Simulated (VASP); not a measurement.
The system is CoSi2.

```
Co Si
1.0
     0.00000    2.71541    2.71541
     2.71541    0.00000    2.71541
     2.71541    2.71541    0.00000
Co Si
1 2
Direct
  0.00000 0.00000 0.00000
  0.25000 0.25000 0.25000
  0.75000 0.75000 0.75000
```

Base run:

* Program: VASP 6.6.1
* Functional: PBE
* Potentials or basis: VASP PAW PBE potentials, release 64 (Co, Si)
* Cutoff: 520 eV
* k mesh: 14 × 14 × 14
* Occupations: gaussian, width 0.15 eV
* Spin: collinear spin, ferromagnetic start
* Starting moments: [0.55, 0.0, 0.0] μB
* Fixed moment: 0.55 μB

Its results: pressure -5.3 GPa; site moments Co +0.35; Si +0.04 μB.

Q: After a change of settings the same cell gave: pressure -6.3 GPa; site moments Co +0.18; Si +0.02 μB. Which change was it?
A. fixed moment from 0.55 μB to 1.375 μB; moments at the start from [0.55, 0.0, 0.0] to [1.38, 0.0, 0.0]
B. fixed moment from 0.55 μB to 1.1 μB; moments at the start from [0.55, 0.0, 0.0] to [1.1, 0.0, 0.0]
C. fixed moment from 0.55 μB to 0.275 μB; moments at the start from [0.55, 0.0, 0.0] to [0.28, 0.0, 0.0]
D. fixed moment from 0.55 μB to 0.825 μB; moments at the start from [0.55, 0.0, 0.0] to [0.82, 0.0, 0.0]

A: C.

Caveats: the total moment is fixed, so each spin has its own Fermi level.
